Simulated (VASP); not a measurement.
MoS2, 3 atoms in the cell. The structure is trigonal, space group R3m (No. 160). The conventional cell has a = 3.163 Å, b = 3.163 Å, c = 18.186 Å, α = 90.00°, β = 90.00°, γ = 120.00°. Within 3.1 Å of Mo (site symmetry 3m) lie 6 S at 2.35 to 2.36 Å. S (site symmetry 3m) has 3 Mo at 2.35 Å and 1 S at 2.97 Å within 3.1 Å. Within 3.1 Å of S (site symmetry 3m) lie 3 Mo at 2.36 Å and 1 S at 2.97 Å.  This cell differs from its parent crystal: zz strain of -1 %.

| Quantity | Value |
| --- | --- |
| Program | VASP 6.6.1 |
| Task | single point |
| Functional | LDA |
| Potentials or basis | VASP PAW LDA potentials, release 64 (Mo_sv, S) |
| Cutoff | 520 eV |
| k mesh | 15 × 15 × 15 |
| Occupations | fermi-dirac, width 0.05 eV |
| Spin | no spin polarisation |
| Dipole correction | no |
| Further INCAR settings | ALGO = Normal; EDIFF = 1e-07; NBANDS = 20 |

Potentials or basis: VASP PAW LDA potentials, release 64 (Mo_sv, S).

The run is started by

```bash
$ cat potpaw_LDA.64/Mo_sv/POTCAR potpaw_LDA.64/S/POTCAR > POTCAR
$ mpirun -np 1 vasp_std > vasp.out
```

Hardware: 1 thread of Oxide Virtual Turin-like Processor, on a shared host.

**Question.** How long does it take, and how much memory?

**Answer.** Run time: 24 min on 1 thread of Oxide Virtual Turin-like Processor, on a shared host, peak memory 0.47 GiB. Counts: scf iterations 14, k points 344.
